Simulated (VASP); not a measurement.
# Pd (Fm-3m) in VASP: notebook

Pd is run at these levels: r2SCAN; tasks: single point, relaxation of volume and atoms at fixed shape.

Everything below comes from runs of VASP 6.6.1. Logs are shortened: lines on timing, memory, paths and dates and some standing lists are left out, and cuts for length are marked.

### 1 The cell of the first run

Symmetry: Fm-3m, No. 225, cubic system. The conventional cell has a = 3.905 Å, b = 3.905 Å, c = 3.905 Å, α = 90.00°, β = 90.00°, γ = 90.00°. Pd (site symmetry m-3m) has 12 Pd at 2.76 Å within 3.6 Å.

### 2 Single point, r2SCAN

The input, POSCAR:

```
Pd
1.0
    0.0000000000      1.9522918188      1.9522918188
    1.9522918188      0.0000000000      1.9522918188
    1.9522918188      1.9522918188      0.0000000000
Pd
1
Direct
    0.0000000000      0.0000000000      0.0000000000
```

The input, INCAR.step1:

```
SYSTEM = Pd
PREC     = Accurate       ! precision mode
ENCUT    = 520            ! plane-wave cutoff, eV
ISMEAR   = 0              ! smearing method
SIGMA    = 0.1            ! smearing width, eV
LREAL    = .FALSE.        ! projectors in reciprocal space
LASPH    = .TRUE.         ! aspherical terms in the spheres
NELM     = 100            ! most SCF steps
NBANDS   = 11             ! bands
GGA      = PE             ! functional
ALGO     = Normal         ! electronic algorithm
EDIFF    = 1E-4           ! SCF threshold, eV
LWAVE    = .TRUE.         ! write WAVECAR
LCHARG   = .FALSE.        ! write CHGCAR
```

The input, INCAR.step2:

```
SYSTEM = Pd
PREC     = Accurate       ! precision mode
ENCUT    = 520            ! plane-wave cutoff, eV
EDIFF    = 1E-7           ! SCF threshold, eV
ISMEAR   = 0              ! smearing method
SIGMA    = 0.1            ! smearing width, eV
LREAL    = .FALSE.        ! projectors in reciprocal space
LASPH    = .TRUE.         ! aspherical terms in the spheres
NELM     = 100            ! most SCF steps
ALGO     = Normal         ! electronic algorithm
ISIF     = 2              ! what is computed and relaxed
LWAVE    = .FALSE.        ! write WAVECAR
LCHARG   = .FALSE.        ! write CHGCAR
METAGGA  = R2SCAN         ! meta-GGA
LMIXTAU  = .TRUE.       
NBANDS   = 11             ! bands
ISTART   = 1
```

The input, KPOINTS:

```
regular mesh
0
G
  9 9 9
  0 0 0
```

Potentials or basis: VASP PAW PBE potentials, release 64 (Pd).

Launch:

```bash
$ cat potpaw_PBE.64/Pd/POTCAR > POTCAR
$ cp INCAR.step1 INCAR
$ mpirun -np 1 vasp_std > vasp.out
$ cp INCAR.step2 INCAR
$ mpirun -np 1 vasp_std > vasp.out
```

OUTCAR:

```text
SYSTEM = Pd
   PREC = Accurate
   ENCUT = 520
   EDIFF = 1E-7
   ISMEAR = 0
   LREAL = .FALSE.
   LASPH = .TRUE.
   NELM = 100
   ISIF = 2
   METAGGA = R2SCAN
   ISTART = 1

 ion  position               nearest neighbor table
   1  0.000  0.000  0.000-

  LATTYP: Found a face centered cubic cell.
 ALAT       =     3.9045836376

  Lattice vectors:

 A1 = (   0.0000000000,   1.9522918188,   1.9522918188)
 A2 = (   1.9522918188,   0.0000000000,   1.9522918188)
 A3 = (   1.9522918188,   1.9522918188,   0.0000000000)

Analysis of symmetry for initial positions (statically):
=====================================================================
 Subroutine PRICEL returns:
 Original cell was already a primitive cell.

 Routine SETGRP: Setting up the symmetry group for a
 face centered cubic supercell.

 Subroutine GETGRP returns: Found 48 space group operations
 (whereof 48 operations were pure point group operations)
 out of a pool of 48 trial point group operations.

The static configuration has the point symmetry O_h .

Analysis of symmetry for dynamics (positions and initial velocities):
=====================================================================
 Subroutine PRICEL returns:
 Original cell was already a primitive cell.

 Routine SETGRP: Setting up the symmetry group for a
 face centered cubic supercell.

 Subroutine GETGRP returns: Found 48 space group operations
 (whereof 48 operations were pure point group operations)
 out of a pool of 48 trial point group operations.

The dynamic configuration has the point symmetry O_h .

 Subroutine INISYM returns: Found 48 space group operations
 (whereof 48 operations are pure point group operations),
 and found     1 'primitive' translations

----------------------------------------------------------------------------------------

                                     Primitive cell

  volume of cell :      14.8821

  direct lattice vectors                    reciprocal lattice vectors
     0.000000000  1.952291819  1.952291819    -0.256109253  0.256109253  0.256109253
     1.952291819  0.000000000  1.952291819     0.256109253 -0.256109253  0.256109253
     1.952291819  1.952291819  0.000000000     0.256109253  0.256109253 -0.256109253

  length of vectors
     2.760957568  2.760957568  2.760957568     0.443594239  0.443594239  0.443594239

  position of ions in fractional coordinates (direct lattice)
     0.000000000  0.000000000  0.000000000

  ion indices of the primitive-cell ions
   primitive index   ion index
                 1           1

----------------------------------------------------------------------------------------

 KPOINTS: regular mesh

Automatic generation of k-mesh.
 Grid dimensions read from file:
 generate k-points for:    9    9    9

 Generating k-lattice:

  Cartesian coordinates                     Fractional coordinates (reciprocal lattice)
    -0.028456584  0.028456584  0.028456584     0.111111111  0.000000000  0.000000000
     0.028456584 -0.028456584  0.028456584     0.000000000  0.111111111  0.000000000
     0.028456584  0.028456584 -0.028456584     0.000000000  0.000000000  0.111111111

  Length of vectors
     0.049288249  0.049288249  0.049288249

  Shift w.r.t. Gamma in fractional coordinates (k-lattice)
     0.000000000  0.000000000  0.000000000

 Subroutine IBZKPT returns following result:
 ===========================================

 Found     35 irreducible k-points:

 Following reciprocal coordinates:
            Coordinates               Weight
  0.000000  0.000000  0.000000      1.000000
  0.111111  0.000000  0.000000      8.000000
  0.222222  0.000000  0.000000      8.000000
  0.333333  0.000000  0.000000      8.000000
  0.444444  0.000000  0.000000      8.000000
  0.111111  0.111111  0.000000      6.000000
[... 16 lines left out ...]
 -0.333333  0.333333  0.000000     12.000000
  0.444444  0.444444  0.000000      6.000000
 [... further k-points ...]
   k-points           NKPTS =     35   k-points in BZ     NKDIM =     35   number of bands    NBANDS=     11
   number of dos      NEDOS =    301   number of ions     NIONS =      1
   total plane-waves  NPLWV =  13824
   dimension x,y,z NGX =    24 NGY =   24 NGZ =   24
   dimension x,y,z NGXF=    48 NGYF=   48 NGZF=   48
   ions per type =               1
   NGX,Y,Z   is equivalent  to a cutoff of  14.45, 14.45, 14.45 a.u.
   NGXF,Y,Z  is equivalent  to a cutoff of  28.90, 28.90, 28.90 a.u.
 SYSTEM =  Pd
   PREC   = accura    normal or accurate (medium, high low for compatibility)
   ISTART =      1    job   : 0-new  1-cont  2-samecut
   ICHARG =      0    charge: 1-file 2-atom 10-const
   ISPIN  =      1    spin polarized calculation?
   LNONCOLLINEAR =      F non collinear calculations
   LSORBIT =      F    spin-orbit coupling
   LASPH  =      T    aspherical Exc in radial PAW
   ENCUT  =  520.0 eV  38.22 Ry    6.18 a.u.   5.13  5.13  5.13*2*pi/ulx,y,z
   NELM   =    100;   NELMIN=  2; NELMDL=  0     # of ELM steps
   EDIFF  = 0.1E-06   stopping-criterion for ELM
   LREAL  =      F    real-space projection
   EDIFFG = 0.1E-05   stopping-criterion for IOM
   NSW    =      0    number of steps for IOM
   IBRION =     -1    ionic relax: 0-MD 1-quasi-New 2-CG
   NFREE  =      0    steps in history (QN), initial steepest desc. (CG)
   ISIF   =      2    stress and relaxation
   ISYM   =      2    0-nonsym 1-usesym 2-fastsym
   POTIM  = 0.5000    time-step for ionic-motion
   TEBEG  =    0.0;   TEEND  =   0.0 temperature during run
   PSTRESS=    0.0 pullay stress
   NELECT =      10.0000    total number of electrons
   NUPDOWN=      -1.0000    fix difference up-down
   EMIN   =  10.00;   EMAX   =-10.00  energy-range for DOS
   EFERMI =   0.00;   METHOD = LEGACY
   ISMEAR =     0;   SIGMA  =   0.10  broadening in eV -4-tet -1-fermi 0-gaus
   EFERMI_NEDOS =   21; number of points for ismear=-14 and -15
   IALGO  =     38    algorithm
   IMIX   =      4    mixing-type and parameters
     AMIX     =   0.40;   BMIX     =  1.00
     AMIX_MAG =   1.60;   BMIX_MAG =  1.00
  volume/ion in A,a.u.               =      14.88       100.43
  Fermi-wavevector in a.u.,A,eV,Ry     =   1.433904  2.709686 27.974679  2.056081
  Thomas-Fermi vector in A             =   2.553371
   LORBIT       =      0    0 simple, 1 ext, 2 COOP (PROOUT), +10 PAW based schemes
   METAGGA = R2SCAN    functional components
   LHFCALC =     F    Hartree Fock is set to
   AEXX    =    0.0000 exact exchange contribution
   IVDW    =     0    specifies the selected vdW correction
   LEPSILON=     F    determine dielectric tensor
   LRPA    =     F    only Hartree local field effects (RPA)
 non-spin polarized calculation
 Gauss-broadening in eV      SIGMA  =   0.10
  energy-cutoff  :      520.00
  volume of cell :       14.88
 maximum number of plane-waves:       412
 NGX is ok and might be reduce to    24
   NGX = 11   NGY = 11   NGZ = 11

 number of electron       9.9999998 magnetization

 Free energy of the ion-electron system (eV)
  ---------------------------------------------------
  ext. energy  EPLUGINS =         0.00000000
  ---------------------------------------------------
  free energy    TOTEN  =       -22.95313972 eV

  energy without entropy =      -22.94225889  energy(sigma->0) =      -22.94769930

 E-fermi :   9.3913     XC(G=0): -14.0820

 val. band max:        9.3702095123   @ k =   0.4444   0.1111   0.0000
 cond. band min:       9.4318151358   @ k =  -0.4444   0.3333   0.0000
 fundamental gap:      0.0616056236
 Fermi energy:         9.3913241451

 k-point     1 :       0.0000    0.0000    0.0000
  band No.  band energies     occupation
      1       2.3291      2.00000
      2       6.5511      2.00000
      3       6.5511      2.00000
      4       6.5511      2.00000
      5       8.1333      2.00000
      6       8.1333      2.00000
      7      27.4761      0.00000
      8      31.8221      0.00000
      9      32.4189      0.00000
     10      32.4189      0.00000
     11      32.4189      0.00000

 k-point     2 :       0.1111    0.0000    0.0000
  band No.  band energies     occupation
      1       2.7782      2.00000
      2       6.4111      2.00000
      3       6.6953      2.00000
      4       6.6953      2.00000
      5       8.0757      2.00000
      6       8.0757      2.00000
      7      27.8440      0.00000
      8      30.0379      0.00000
      9      31.8455      0.00000
     10      32.9063      0.00000
     11      32.9063      0.00000

 k-point     3 :       0.2222    0.0000    0.0000
  band No.  band energies     occupation
      1       3.8079      2.00000
      2       6.4073      2.00000
      3       6.8532      2.00000
      4       6.8532      2.00000
      5       8.1922      2.00000
      6       8.1922      2.00000
      7      25.6532      0.00000
      8      28.6974      0.00000
      9      31.8358      0.00000
     10      33.9131      0.00000
     11      33.9131      0.00000

 k-point     4 :       0.3333    0.0000    0.0000
  band No.  band energies     occupation
      1       4.2178      2.00000
      2       6.6888      2.00000
      3       6.6888      2.00000
      4       7.8492      2.00000
      5       8.7757      2.00000
      6       8.7757      2.00000
      7      21.4157      0.00000
      8      27.8193      0.00000
      9      31.8329      0.00000
     10      33.1831      0.00000
     11      33.1831      0.00000
[... 239 lines left out ...]
 k-point    22 :      -0.4444    0.3333    0.0000
  band No.  band energies     occupation
      1       4.5679      2.00000
      2       5.1048      2.00000
      3       7.6176      2.00000
      4       8.3944      2.00000
      5       9.4318      0.56690
      6      15.2965      0.00000
      7      18.9754      0.00000
      8      21.8937      0.00000
      9      25.7728      0.00000
     10      30.6987      0.00000
     11      31.9156      0.00000

 k-point    23 :      -0.3333    0.3333    0.0000
  band No.  band energies     occupation
      1       4.9985      2.00000
      2       5.7861      2.00000
      3       6.7469      2.00000
      4       7.9990      2.00000
      5       8.9402      2.00000
      6      15.7868      0.00000
      7      18.8095      0.00000
      8      20.9807      0.00000
      9      27.9102      0.00000
     10      30.0999      0.00000
     11      31.8854      0.00000

 k-point    24 :       0.4444    0.4444    0.0000
  band No.  band energies     occupation
      1       4.0482      2.00000
      2       4.2979      2.00000
      3       9.2842      1.87022
      4       9.5857      0.00598
      5       9.5857      0.00598
      6      12.3721      0.00000
      7      21.5715      0.00000
      8      23.6418      0.00000
      9      23.6418      0.00000
     10      31.2815      0.00000
     11      31.6968      0.00000

 [... further k-points ...]
[... 5 lines left out ...]
  --------------------------------------------------------------------------------------
  -------------------------------------------------------------------------------------
  Total        0.0602752      0.0602752      0.0602752      0.0000000      0.0000000      0.0000000
  in kB        6.4891136      6.4891136      6.4891136      0.0000000      0.0000000      0.0000000
  external PRESSURE =       6.4891136 kB  Pullay stress =       0.0000000 kB

 VOLUME and BASIS-vectors are now :
 -----------------------------------------------------------------------------
  energy-cutoff  :      520.00
  volume of cell :       14.88
      direct lattice vectors                 reciprocal lattice vectors
     0.000000000  1.952291819  1.952291819    -0.256109253  0.256109253  0.256109253
     1.952291819  0.000000000  1.952291819     0.256109253 -0.256109253  0.256109253
     1.952291819  1.952291819  0.000000000     0.256109253  0.256109253 -0.256109253

 POSITION                                       TOTAL-FORCE (eV/Angst)
 -----------------------------------------------------------------------------------
      0.00000      0.00000      0.00000         0.000000      0.000000      0.000000
 -----------------------------------------------------------------------------------
    total drift:                               -0.000000      0.000000      0.000000

  FREE ENERGIE OF THE ION-ELECTRON SYSTEM (eV)
  ---------------------------------------------------
  free  energy   TOTEN  =       -22.9531397184 eV

  energy  without entropy=      -22.9422588856  energy(sigma->0) =      -22.94769930
```

Run time: 28 s. Hardware: 1 thread of Intel Xeon 8259CL, shared host; peak memory 0.14 GiB.

Results:

- Free energy: -22.9531 eV
- Pressure: 0.6 GPa
- Band gap on the k mesh: zero (bands 5 and 6 overlap by 1.56 eV)

Levels at points of the mesh, in eV from the Fermi level:
| k point | band 1 | band 2 | band 3 | band 4 | band 5 | band 6 | band 7 | band 8 | band 9 | band 10 |
| --- | --- | --- | --- | --- | --- | --- | --- | --- | --- | --- |
| (0.00, 0.00, 0.00) | -7.06 | -2.84 | -2.84 | -2.84 | -1.26 | -1.26 | 18.08 | 22.43 | 23.03 | 23.03 |

Caveat: the PAW data sets were made with another functional, which shifts forces and pressure a little.

### 3 Relaxation of volume and atoms at fixed shape, r2SCAN

This run uses another cell than the first one, of 14.75 Å³/atom.

The input, POSCAR:

```
Pd
1.0
    0.0000000000      1.9465000000      1.9465000000
    1.9465000000      0.0000000000      1.9465000000
    1.9465000000      1.9465000000      0.0000000000
Pd
1
Direct
    0.0000000000      0.0000000000      0.0000000000
```

The input, INCAR.step1:

```
SYSTEM = Pd
PREC = Accurate ; ENCUT = 600
ISMEAR = 0 ; SIGMA = 0.1
LREAL = .FALSE. ; LASPH = .TRUE.
NELM = 100 ; GGA = PE
ALGO = Normal ; EDIFF = 1E-4
LWAVE = .TRUE. ; LCHARG = .FALSE.
```

The input, INCAR.step2:

```
SYSTEM = Pd
PREC = Accurate ; ENCUT = 600
EDIFF = 1E-6 ; ISMEAR = 0
SIGMA = 0.1 ; LREAL = .FALSE.
LASPH = .TRUE. ; NELM = 100
ALGO = Normal ; ISIF = 8
LWAVE = .FALSE. ; LCHARG = .FALSE.
METAGGA = R2SCAN ; LMIXTAU = .TRUE.
IBRION = 2 ; NSW = 80
EDIFFG = -0.03 ; ISTART = 1
```

The input, KPOINTS:

```
Automatic mesh
0
G
  9 9 9
  0 0 0
```

Potentials or basis: VASP PAW PBE potentials, release 64 (Pd).

Launch:

```bash
$ cat potpaw_PBE.64/Pd/POTCAR > POTCAR
$ cp INCAR.step1 INCAR
$ mpirun -np 1 vasp_std > vasp.out
$ cp INCAR.step2 INCAR
$ mpirun -np 1 vasp_std > vasp.out
```

It took 75 s on 1 thread of Intel Xeon 8259CL, shared host; peak memory 0.15 GiB.

Results (log left out):

```yaml
Free_energy: -22.9526 eV
Relaxed_volume: 14.93 Å³/atom
Relaxed_cell: a = 2.764 Å, b = 2.764 Å, c = 2.764 Å, α = 60.00°, β = 60.00°, γ = 60.00°
Space_group_after_relaxing_to_0.1_Å: Fm-3m (No. 225)
Energy_gained_by_relaxing: 1.3 meV/atom
Ionic_steps: 3
Pressure_after_relaxing: 0.1 GPa
Band_gap_on_the_k_mesh: zero (bands 5 and 6 overlap by 1.55 eV)
```

Step by step:
| step | energy change (eV) | largest force (eV/Å) | pressure (GPa) | volume (Å³) |
| --- | --- | --- | --- | --- |
| 1 | 0.0000 | 0.0000 | 2.41 | 14.75 |
| 2 | 0.0020 | 0.0000 | -3.53 | 15.23 |
| 3 | -0.0013 | 0.0000 | 0.05 | 14.93 |

Final structure:
```cif
data_structure
_symmetry_space_group_name_H-M 'P 1'
_symmetry_Int_Tables_number 1
_cell_length_a 2.7640
_cell_length_b 2.7640
_cell_length_c 2.7640
_cell_angle_alpha 60.000
_cell_angle_beta 60.000
_cell_angle_gamma 60.000
_cell_volume 14.93
loop_
_atom_site_label
_atom_site_type_symbol
_atom_site_fract_x
_atom_site_fract_y
_atom_site_fract_z
_atom_site_occupancy
Pd1 Pd 0.00000 0.00000 0.00000 1
```

Levels at points of the mesh, in eV from the Fermi level:
```tsv
k point	band 1	band 2	band 3	band 4	band 5	band 6	band 7	band 8	band 9
(0.00, 0.00, 0.00)	-7.03	-2.82	-2.82	-2.82	-1.25	-1.25	18.08	22.44	23.01
```

Caveat: the PAW data sets were made with another functional, which shifts forces and pressure a little.
